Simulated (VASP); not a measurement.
# B3F2 (P6_3/mmc) in VASP: notebook, part 2 of 2

VASP 6.6.1.

## (3) Relaxation of cell and atoms, PBE

This run uses another cell than the first one, of 8.39 Å³/atom.

The input, INCAR:

```
PREC     = Accurate       # precision mode
ENCUT    = 600            # plane-wave cutoff, eV
EDIFF    = 1E-7           # SCF threshold, eV
ISMEAR   = 0              # smearing method
SIGMA    = 0.1            # smearing width, eV
LREAL    = False          # projectors in reciprocal space
LASPH    = True           # aspherical terms in the spheres
NELM     = 60             # most SCF steps
ALGO     = Normal         # electronic algorithm
ISIF     = 3              # what is computed and relaxed
LWAVE    = False          # write WAVECAR
LCHARG   = False          # write CHGCAR
GGA      = PE             # functional
IBRION   = 2              # ionic algorithm
NSW      = 90             # ionic steps
EDIFFG   = -0.04          # ionic threshold
```

The input, KPOINTS:

```
regular mesh
0
Gamma
  6 6 2
```

The input, POSCAR:

```
B3F2
1.0
    3.1877114100      0.0000000000      0.0000000000
   -1.5938557100      2.7606390600      0.0000000000
    0.0000000000      0.0000000000      9.5322426100
B F
6 4
Direct
    0.0000000000      0.0000000000      0.2500000000
    0.0000000000      0.0000000000      0.7500000000
    0.3333333300      0.6666666700      0.9300000100
    0.6666666700      0.3333333300      0.4300000100
    0.3333333300      0.6666666700      0.5699999900
    0.6666666700      0.3333333300      0.0699999900
    0.3333333300      0.6666666700      0.1430000100
    0.6666666700      0.3333333300      0.6430000100
    0.3333333300      0.6666666700      0.3569999900
    0.6666666700      0.3333333300      0.8569999900
```

Potentials or basis: VASP PAW PBE potentials, release 64 (B, F).

On the command line:

```
$ cat potpaw_PBE.64/B/POTCAR potpaw_PBE.64/F/POTCAR > POTCAR
$ mpirun -np 1 vasp_std > vasp.out
```

Run time: 26 min. Hardware: 1 thread of Intel Xeon Platinum 8488C (Sapphire Rapids), shared host; peak memory 0.24 GiB.

The run converged. Its results:

| Property | Result |
| --- | --- |
| Free energy | -47.5619 eV |
| Relaxed volume | 9.16 Å³/atom |
| Relaxed cell | a = 2.714 Å, b = 2.714 Å, c = 14.365 Å, α = 90.00°, β = 90.00°, γ = 120.00° |
| Space group after relaxing (to 0.1 Å) | P6_3/mmc (No. 194) |
| Energy gained by relaxing | 2228.7 meV/atom |
| Ionic steps | 60 |
| Pressure after relaxing | -0.4 GPa |
| Largest force after relaxing | 0.030 eV/Å |
| Band gap on the k mesh | zero (bands 23 and 24 overlap by 4.92 eV) |

Forces in eV/Å, atoms in the order of the input:
```
B    0.000  0.000  0.000
B    0.000  0.000  0.000
B    0.000  0.000  0.029
B    0.000  0.000  0.029
B    0.000  0.000 -0.029
B    0.000  0.000 -0.029
F    0.000  0.000 -0.030
F    0.000  0.000 -0.030
F    0.000  0.000  0.030
F    0.000  0.000  0.030
```

Stress tensor (GPa, compression positive):
```
-0.41  0.00  0.00
 0.00 -0.41  0.00
 0.00  0.00 -0.23
```

Step by step:
```csv
step,energy change (eV),largest force (eV/Å),pressure (GPa),volume (Å³)
1,0.0000,0.6117,46.71,83.88
3,-4.6537,0.4338,-3.16,128.66
5,-4.9241,0.6910,-1.61,124.08
7,-7.6486,3.4699,-17.35,115.42
9,-8.5890,3.4007,-20.87,114.06
11,-8.9314,3.2699,-24.53,112.23
13,-9.0311,3.1938,-25.93,111.68
15,-9.2976,2.9322,-32.20,109.04
17,-10.0896,2.9169,-31.74,105.54
19,-11.9888,0.3407,-16.66,90.49
21,-12.4287,0.3069,-16.05,91.09
23,-12.9684,1.6855,13.64,83.43
25,-13.4235,1.1021,2.09,86.55
27,-13.9935,1.1397,8.65,87.33
29,-18.0909,3.0528,11.99,90.05
31,-19.5445,2.0986,10.03,91.13
33,-19.7762,2.5209,9.66,91.53
35,-19.9047,2.2537,7.67,92.85
37,-20.2277,1.7710,5.52,94.37
39,-20.8403,1.0864,-0.28,101.40
41,-21.3057,0.1646,-1.16,103.14
43,-21.3628,0.7898,-0.36,103.58
45,-21.4561,1.3714,-0.99,104.23
47,-21.5265,2.4819,-11.03,106.10
49,-21.7719,1.1034,-6.82,104.57
51,-22.0512,0.5573,-5.50,99.97
53,-22.1281,0.5395,0.22,96.18
55,-22.2514,0.1764,0.85,93.30
57,-22.2766,0.3141,1.24,91.73
59,-22.2860,0.0457,-0.39,91.78
60,-22.2866,0.0303,-0.35,91.64
```

Final structure:
```yaml
crystal:
  lattice:
    - [2.71410, 0.00000, 0.00000]
    - [-1.35705, 2.35048, 0.00000]
    - [0.00000, 0.00000, 14.36509]
  atoms:
    - { symbol: B, position: [0.00000, 0.00000, 0.25000] }
    - { symbol: B, position: [0.00000, 0.00000, 0.75000] }
    - { symbol: B, position: [0.33333, 0.66667, 0.02774] }
    - { symbol: B, position: [0.66667, 0.33333, 0.52774] }
    - { symbol: B, position: [0.33333, 0.66667, 0.47226] }
    - { symbol: B, position: [0.66667, 0.33333, 0.97226] }
    - { symbol: F, position: [0.33333, 0.66667, 0.12293] }
    - { symbol: F, position: [0.66667, 0.33333, 0.62293] }
    - { symbol: F, position: [0.33333, 0.66667, 0.37707] }
    - { symbol: F, position: [0.66667, 0.33333, 0.87707] }
```

Levels at points of the mesh, in eV from the Fermi level:
| k point | band 20 | band 21 | band 22 | band 23 | band 24 | band 25 |
| --- | --- | --- | --- | --- | --- | --- |
| (0.00, 0.00, 0.00) | -5.06 | 0.54 | 1.58 | 3.41 | 3.41 | 3.42 |
| (0.50, 0.00, 0.00) | -4.95 | -2.35 | -2.35 | -1.37 | -1.33 | 0.50 |
| (0.00, 0.00, 0.50) | -5.48 | 0.99 | 0.99 | 3.42 | 3.42 | 3.42 |
| (0.50, 0.00, 0.50) | -5.12 | -2.32 | -2.32 | -1.37 | -1.37 | 0.52 |

Caveat: the k points lie up to 0.45 Å⁻¹ apart in the final cell, too coarse for converged energies and pressures of a metal; a cell axis changed by over 15 % at a fixed basis, so the end point is rough.

## (4) Single point, PBE

This run uses another cell than the first one, of 12.53 Å³/atom.

The input, INCAR:

```
ALGO     = Normal         # electronic algorithm
EDIFF    = 1E-6           # SCF threshold, eV
ENCUT    = 520            # plane-wave cutoff, eV
GGA      = PE             # functional
ISIF     = 2              # what is computed and relaxed
ISMEAR   = 0              # smearing method
LASPH    = True           # aspherical terms in the spheres
LCHARG   = False          # write CHGCAR
LREAL    = False          # projectors in reciprocal space
LWAVE    = False          # write WAVECAR
NBANDS   = 34             # bands
NELM     = 60             # most SCF steps
PREC     = Accurate       # precision mode
SIGMA    = 0.1            # smearing width, eV
```

The input, KPOINTS:

```
k-points
0
Gamma
  18 18 2
```

The input, POSCAR:

```
B3F2
1.0
    2.5592042814      0.0000000000      0.0000000000
   -1.2796021407      2.2163359212      0.0000000000
    0.0000000000      0.0000000000     22.0834906480
B F
6 4
Direct
    0.0000000000      0.0000000000      0.2500000000
    0.0000000000      0.0000000000      0.7500000000
    0.3333333333      0.6666666667      0.0224087012
    0.6666666667      0.3333333333      0.5224087012
    0.3333333333      0.6666666667      0.4775912988
    0.6666666667      0.3333333333      0.9775912988
    0.3333333333      0.6666666667      0.0823940899
    0.6666666667      0.3333333333      0.5823940899
    0.3333333333      0.6666666667      0.4176059101
    0.6666666667      0.3333333333      0.9176059101
```

On the command line:

```
$ cat potpaw_PBE.64/B/POTCAR potpaw_PBE.64/F/POTCAR > POTCAR
$ mpirun -np 1 vasp_std > vasp.out
```

Wall time 4.2 min (1 thread of Intel Xeon Platinum 8488C (Sapphire Rapids), shared host); peak memory 0.37 GiB.

Results (log left out):

```yaml
Free_energy: -50.6652 eV
Pressure: 0.4 GPa
Largest_force: 0.302 eV/Å
Band_gap_on_the_k_mesh: zero (bands 23 and 24 overlap by 5.50 eV)
```

Forces in eV/Å, atoms in the order of the input:
```
B    0.000  0.000  0.000
B    0.000  0.000  0.000
B    0.000  0.000 -0.302
B    0.000  0.000 -0.302
B    0.000  0.000  0.302
B    0.000  0.000  0.302
F    0.000  0.000  0.288
F    0.000  0.000  0.288
F    0.000  0.000 -0.288
F    0.000  0.000 -0.288
```

Stress tensor (GPa, compression positive):
```
-0.19  0.00  0.00
 0.00 -0.19  0.00
 0.00  0.00  1.63
```

Levels at points of the mesh, in eV from the Fermi level:
```csv
k point,band 18,band 19,band 20,band 21,band 22,band 23,band 24,band 25,band 26,band 27
"(0.00, 0.00, 0.00)",-4.36,-4.36,-4.36,-1.13,-1.11,3.02,3.14,5.25,5.25,5.25
"(0.50, 0.00, 0.00)",-4.96,-4.57,-4.57,-2.48,-2.48,-2.42,-2.42,1.86,1.86,3.00
"(0.00, 0.00, 0.50)",-4.36,-4.36,-4.36,-1.12,-1.12,3.08,3.08,5.25,5.25,5.25
"(0.50, 0.00, 0.50)",-4.96,-4.57,-4.57,-2.48,-2.48,-2.42,-2.42,1.86,1.86,3.00
```

Caveat: this functional lacks dispersion, which binds layers or chains, so the pressure and a relaxed spacing across them are unreliable.

## (5) Overview

| task | spin | cell | k mesh | cutoff (eV) | gap on the mesh (eV) | pressure (GPa) | largest force (eV/Å) |
| --- | --- | --- | --- | --- | --- | --- | --- |
| single point | collinear | a = 2.653, b = 2.653, c = 17.816 Å, angles 90.0, 90.0, 120.0°, 10 atoms, atomic positions A | 6 × 6 × 1 | 520 | none | -0.3 | 0.13 |
| relaxation of cell and atoms | off | relaxed from a = 3.188, b = 3.188, c = 9.532 Å, angles 90.0, 90.0, 120.0°, 10 atoms, atomic positions B | 6 × 6 × 2 | 600 | none | -0.4 | 0.03 |
| single point | off | a = 2.559, b = 2.559, c = 22.083 Å, angles 90.0, 90.0, 120.0°, 10 atoms, atomic positions C | 18 × 18 × 2 | 520 | none | 0.4 | 0.30 |

Alike in all rows: level PBE; potentials or basis VASP PAW PBE potentials, release 64 (B, F); smearing gaussian 0.1 eV.

Caveats: some runs use coarse meshes; a moment this small can come from the mesh or the smearing (at least some runs); a cell axis changed by over 15 % at a fixed basis, so the end point is rough (at least some runs); this functional lacks dispersion, which binds layers or chains, so the pressure and a relaxed spacing across them are unreliable (at least some runs).

Total energies depend on the potentials used, so only differences within one code and one set of settings carry meaning.
